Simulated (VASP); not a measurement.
A run of VASP 6.6.1 is set up as follows.

File INCAR:

```
SYSTEM = As
PREC = Accurate ; ENCUT = 520
EDIFF = 1E-7 ; ISMEAR = 0
SIGMA = 0.02 ; LREAL = .False.
LASPH = .True. ; NELM = 100
ALGO = Normal ; ISIF = 2
LWAVE = .False. ; LCHARG = .False.
LDIPOL = .True. ; IDIPOL = 3
DIPOL = 0.5 0.5 0.500 ; GGA = PE
NBANDS = 12
```

KPOINTS

```
Automatic mesh
0
Gamma
  9 9 1
  0 0 0
```

File POSCAR:

```
As
1.0
    3.4970000000      0.0000000000      0.0000000000
   -1.7485000000      3.0284908370      0.0000000000
    0.0000000000      0.0000000000     28.0000000000
As
2
Direct
    0.3333333333      0.6666666667      0.5000000000
    0.6666666667      0.3333333333      0.5000000000
```

Potentials or basis: VASP PAW PBE potentials, release 64 (As).

Command:

```sh
$ cat potpaw_PBE.64/As/POTCAR > POTCAR
$ mpirun -np 1 vasp_std > vasp.out
```

**Question.** What does it give for the band gap on the k mesh?

**Answer.** Zero (bands 5 and 6 overlap by 1.59 eV).
